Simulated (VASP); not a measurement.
# C (Fmmm) in VASP: further runs, part 2 of 3

VASP 6.6.1. The steps go on from the part before.

### Step 3. Electric field gradients, PBEsol (equal xx and yy strain of -3 %)

Contents of INCAR:

```
SYSTEM = C
ALGO = Normal
EDIFF = 1E-8
ENCUT = 520
GGA = PS
ISIF = 2
ISMEAR = -1
LASPH = .TRUE.
LCHARG = .FALSE.
LEFG = .TRUE.
LREAL = .FALSE.
LWAVE = .FALSE.
NBANDS = 11
NELM = 80
PREC = Accurate
SIGMA = 0.05
```

Contents of KPOINTS:

```
k-points
0
G
  18 18 18
  0 0 0
```

Contents of POSCAR:

```
C
1.0
    0.0000000000      2.0631900000      3.3480000000
    1.1911600000      0.0000000000      3.3480000000
    1.1911600000      2.0631900000      0.0000000000
C
2
Direct
    0.1666700000      0.8333300000      0.1666700000
    0.8333300000      0.1666700000      0.8333300000
```

Potentials or basis: VASP PAW PBE potentials, release 64 (C).

Launch:

```console
cat potpaw_PBE.64/C/POTCAR > POTCAR
mpirun -np 1 vasp_std > vasp.out
```

OUTCAR:

```text
SYSTEM = C
   EDIFF = 1E-8
   ENCUT = 520
   GGA = PS
   ISIF = 2
   ISMEAR = -1
   LASPH = .TRUE.
   LREAL = .FALSE.
   NELM = 80
   PREC = Accurate

 ion  position               nearest neighbor table
   1  0.167  0.833  0.167-   2 1.38   2 1.38   2 1.38
   2  0.833  0.167  0.833-   1 1.38   1 1.38   1 1.38

  LATTYP: Found a face centered orthorhombic cell.
 ALAT       =     2.3823200000
 B/A-ratio  =     1.7320846906
 C/A-ratio  =     2.8107055307

  Lattice vectors:

 A1 = (   0.0000000000,   2.0631900000,   3.3480000000)
 A2 = (   1.1911600000,   0.0000000000,   3.3480000000)
 A3 = (   1.1911600000,   2.0631900000,   0.0000000000)

Analysis of symmetry for initial positions (statically):
=====================================================================
 Subroutine PRICEL returns:
 Original cell was already a primitive cell.

 Routine SETGRP: Setting up the symmetry group for a
 face centered orthorhombic supercell.

 Subroutine GETGRP returns: Found  8 space group operations
 (whereof  8 operations were pure point group operations)
 out of a pool of  8 trial point group operations.

The static configuration has the point symmetry D_2h.

Analysis of symmetry for dynamics (positions and initial velocities):
=====================================================================
 Subroutine PRICEL returns:
 Original cell was already a primitive cell.

 Routine SETGRP: Setting up the symmetry group for a
 face centered orthorhombic supercell.

 Subroutine GETGRP returns: Found  8 space group operations
 (whereof  8 operations were pure point group operations)
 out of a pool of  8 trial point group operations.

The dynamic configuration has the point symmetry D_2h.

 Subroutine INISYM returns: Found  8 space group operations
 (whereof  8 operations are pure point group operations),
 and found     1 'primitive' translations

----------------------------------------------------------------------------------------

                                     Primitive cell

  volume of cell :      16.4560

  direct lattice vectors                    reciprocal lattice vectors
     0.000000000  2.063190000  3.348000000    -0.419758890  0.242343168  0.149342891
     1.191160000  0.000000000  3.348000000     0.419758890 -0.242343168  0.149342891
     1.191160000  2.063190000  0.000000000     0.419758890  0.242343168 -0.149342891

  length of vectors
     3.932665378  3.553584971  2.382354953     0.507179491  0.507179491  0.507179491

  position of ions in fractional coordinates (direct lattice)
     0.166670000  0.833330000  0.166670000
     0.833330000  0.166670000  0.833330000

  ion indices of the primitive-cell ions
   primitive index   ion index
                 1           1
                 2           2

----------------------------------------------------------------------------------------

 KPOINTS: k-points

[... 76 lines left out ...]
   TEBEG  =    0.0;   TEEND  =   0.0 temperature during run
   PSTRESS=    0.0 pullay stress
   NELECT =       8.0000    total number of electrons
   NUPDOWN=      -1.0000    fix difference up-down
   EMIN   =  10.00;   EMAX   =-10.00  energy-range for DOS
   EFERMI =   0.00;   METHOD = LEGACY
   ISMEAR =    -1;   SIGMA  =   0.05  broadening in eV -4-tet -1-fermi 0-gaus
   EFERMI_NEDOS =   21; number of points for ismear=-14 and -15
   IALGO  =     38    algorithm
   IMIX   =      4    mixing-type and parameters
     AMIX     =   0.40;   BMIX     =  1.00
     AMIX_MAG =   1.60;   BMIX_MAG =  1.00
  volume/ion in A,a.u.               =       8.23        55.53
  Fermi-wavevector in a.u.,A,eV,Ry     =   1.287251  2.432552 22.545059  1.657015
  Thomas-Fermi vector in A             =   2.419277
   LORBIT       =      0    0 simple, 1 ext, 2 COOP (PROOUT), +10 PAW based schemes
   GGA     = PS    functional components
   LHFCALC =     F    Hartree Fock is set to
   AEXX    =    0.0000 exact exchange contribution
   IVDW    =     0    specifies the selected vdW correction
   LEPSILON=     F    determine dielectric tensor
   LRPA    =     F    only Hartree local field effects (RPA)
 non-spin polarized calculation
  energy-cutoff  :      520.00
  volume of cell :       16.46
 maximum number of plane-waves:       467
 NGX is ok and might be reduce to    30
   NGX = 15   NGY = 13   NGZ =  9

 number of electron       7.9999999 magnetization

 Free energy of the ion-electron system (eV)
  ---------------------------------------------------
  ext. energy  EPLUGINS =         0.00000000
  ---------------------------------------------------
  free energy    TOTEN  =       -19.12933569 eV

  energy without entropy =      -19.12912388  energy(sigma->0) =      -19.12922979

 E-fermi :   5.2426     XC(G=0): -10.7659

 val. band max:        5.2074474083   @ k =  -0.2778   0.0556   0.3333
 cond. band min:       5.2846030961   @ k =  -0.2222   0.1111   0.3333
 fundamental gap:      0.0771556879
 Fermi energy:         5.2426219882

 k-point     1 :       0.0000    0.0000    0.0000
  band No.  band energies     occupation
      1     -15.1992      2.00000
      2      -2.0616      2.00000
      3       2.3280      2.00000
      4       2.3494      2.00000
      5       8.8988      0.00000
      6      14.2500      0.00000
      7      14.3157      0.00000
      8      17.9607      0.00000
      9      20.3890      0.00000
     10      28.9528      0.00000
     11      31.2480      0.00000
[... 309 lines left out ...]
 k-point    24 :      -0.2222    0.0556    0.0000
  band No.  band energies     occupation
      1     -13.2453      2.00000
      2      -3.0155      2.00000
      3      -0.1977      2.00000
      4       0.0094      2.00000
      5      11.5309      0.00000
      6      12.0829      0.00000
      7      14.1977      0.00000
      8      20.9414      0.00000
      9      23.2457      0.00000
     10      24.2907      0.00000
     11      29.4973      0.00000

 [... further k-points ...]
[... 5 lines left out ...]
  --------------------------------------------------------------------------------------
  -------------------------------------------------------------------------------------
  Total        4.8276204      4.7763801      0.1617832     -0.0000000      0.0000000      0.0000000
  in kB      470.0227989    465.0339836     15.7514000     -0.0000000      0.0000000      0.0000000
  external PRESSURE =     316.9360608 kB  Pullay stress =       0.0000000 kB

 VOLUME and BASIS-vectors are now :
 -----------------------------------------------------------------------------
  energy-cutoff  :      520.00
  volume of cell :       16.46
      direct lattice vectors                 reciprocal lattice vectors
     0.000000000  2.063190000  3.348000000    -0.419758890  0.242343168  0.149342891
     1.191160000  0.000000000  3.348000000     0.419758890 -0.242343168  0.149342891
     1.191160000  2.063190000  0.000000000     0.419758890  0.242343168 -0.149342891

 POSITION                                       TOTAL-FORCE (eV/Angst)
 -----------------------------------------------------------------------------------
      1.19116      0.68774      3.34800         0.000000      0.003040      0.000000
      1.19116      3.43864      3.34800         0.000000     -0.003040      0.000000
 -----------------------------------------------------------------------------------
    total drift:                               -0.000000     -0.000000     -0.000000

  FREE ENERGIE OF THE ION-ELECTRON SYSTEM (eV)
  ---------------------------------------------------
  free  energy   TOTEN  =       -19.1293356949 eV

  energy  without entropy=      -19.1291238763  energy(sigma->0) =      -19.12922979

 Electric field gradients (V/A^2)
---------------------------------------------------------------------
 ion       V_xx      V_yy      V_zz      V_xy      V_xz      V_yz
---------------------------------------------------------------------
   1     -18.500   -18.461    36.961     0.000     0.000     0.000
   2     -18.500   -18.461    36.961     0.000     0.000     0.000
---------------------------------------------------------------------

 Electric field gradients after diagonalization (V/A^2)
 (convention: |V_zz| > |V_xx| > |V_yy|)
----------------------------------------------------------------------
 ion       V_xx      V_yy      V_zz     asymmetry (V_yy - V_xx)/ V_zz
----------------------------------------------------------------------
   1     -18.500   -18.461    36.961       0.001
   2     -18.500   -18.461    36.961       0.001
----------------------------------------------------------------------

           NMR quadrupolar parameters

 Cq : quadrupolar parameter    Cq=e*Q*V_zz/h
 eta: asymmetry parameters     (V_yy - V_xx)/ V_zz
 Q  : nuclear electric quadrupole moment in mb (millibarn)
----------------------------------------------------------------------
 ion       Cq(MHz)       eta       Q (mb)
----------------------------------------------------------------------
   1       0.089       0.001       1.000
   2       0.089       0.001       1.000
----------------------------------------------------------------------
```

OSZICAR:

```text
N       E                     dE             d eps       ncg     rms          rms(c)
DAV:   1    -0.494171105949E+00   -0.49417E+00   -0.41647E+03 19495   0.651E+02
DAV:   2    -0.202898418754E+02   -0.19796E+02   -0.18919E+02 24672   0.122E+02
DAV:   3    -0.207160927497E+02   -0.42625E+00   -0.42537E+00 23954   0.142E+01
DAV:   4    -0.207175384836E+02   -0.14457E-02   -0.14456E-02 22135   0.101E+00
DAV:   5    -0.207175441653E+02   -0.56817E-05   -0.56819E-05 24373   0.574E-02    0.724E+00
DAV:   6    -0.195057974661E+02    0.12117E+01   -0.10404E+00 21715   0.597E+00    0.417E+00
DAV:   7    -0.191265700242E+02    0.37923E+00   -0.11343E+00 22466   0.630E+00    0.118E+00
DAV:   8    -0.191297819129E+02   -0.32119E-02   -0.28200E-02 21364   0.107E+00    0.174E-01
DAV:   9    -0.191292904987E+02    0.49141E-03   -0.99122E-04 23071   0.191E-01    0.724E-02
DAV:  10    -0.191293355515E+02   -0.45053E-04   -0.16531E-04 22170   0.883E-02    0.360E-02
DAV:  11    -0.191293354942E+02    0.57304E-07   -0.74256E-06 22883   0.161E-02    0.847E-03
DAV:  12    -0.191293357463E+02   -0.25212E-06   -0.31278E-07 22037   0.397E-03    0.278E-03
DAV:  13    -0.191293356951E+02    0.51204E-07   -0.13811E-07 22756   0.224E-03    0.603E-04
DAV:  14    -0.191293356949E+02    0.19918E-09   -0.27435E-09 17314   0.371E-04
   1 F= -.19129336E+02 E0= -.19129230E+02  d E =-.211819E-03
```

stdout:

```text
POSCAR found type information on POSCAR C
 POSCAR found :  1 types and       2 ions
 scaLAPACK will be used
 -----------------------------------------------------------------------------
|                                                                             |
|                                                                             |
|     You enforced a specific xc type in the INCAR file but a different       |
|     I HOPE YOU KNOW WHAT YOU ARE DOING!                                     |
|                                                                             |
 -----------------------------------------------------------------------------

 LDA part: xc-table for (Slater+PW92), standard interpolation
 POSCAR, INCAR and KPOINTS ok, starting setup
 FFT: planning ... GRIDC
 FFT: planning ... GRID_SOFT
 FFT: planning ... GRID
 WAVECAR not read
 entering main loop
ion   1

ion   2
```

It took 3.1 min on 1 thread of Intel Xeon 6975P-C, shared host; peak memory 0.24 GiB.

What came out:

```yaml
Free_energy: -19.1293 eV
Pressure: 31.7 GPa
Largest_force: 0.003 eV/Å
Band_gap_on_the_k_mesh: 0.08 eV, indirect (least direct gap 0.15 eV)
```

Forces in eV/Å, atoms in the order of the input:
```
C    0.000  0.003  0.000
C    0.000 -0.003  0.000
```

Stress tensor (GPa, compression positive):
```
47.00  0.00  0.00
 0.00 46.50  0.00
 0.00  0.00  1.58
```

Levels at points of the mesh, in eV from the valence-band top:
| k point | band 1 | band 2 | band 3 | band 4 | band 5 | band 6 | band 7 | band 8 |
| --- | --- | --- | --- | --- | --- | --- | --- | --- |
| (0.00, 0.00, 0.00) | -20.41 | -7.27 | -2.88 | -2.86 | 3.69 | 9.04 | 9.11 | 12.75 |
| (0.50, 0.00, 0.00) | -14.49 | -13.85 | -6.61 | -2.53 | 1.68 | 8.45 | 12.79 | 13.70 |
| (0.50, 0.50, 0.00) | -20.11 | -9.24 | -2.89 | -2.87 | 9.01 | 9.07 | 10.08 | 12.89 |
| (0.50, 0.00, 0.50) | -14.59 | -13.93 | -6.59 | -1.78 | 2.60 | 8.66 | 11.26 | 11.41 |
| (0.00, 0.50, 0.50) | -14.37 | -13.77 | -6.63 | -3.20 | 0.94 | 8.26 | 14.23 | 17.53 |

Electric field gradients, principal values (V/Å²):
| atom | least | middle | greatest (by size) |
| --- | --- | --- | --- |
| 1 C | -18.461 | -18.500 | 36.961 |
| 2 C | -18.461 | -18.500 | 36.961 |

Caveat: the cell differs from its parent crystal (equal xx and yy strain of -3 %); without QUAD_EFG the Cq values of the log hold for a quadrupole moment of 1 mb, not for the nuclei; the PAW data sets were made with another functional, which shifts forces and pressure a little.

(Continued in part 3 of 3.)
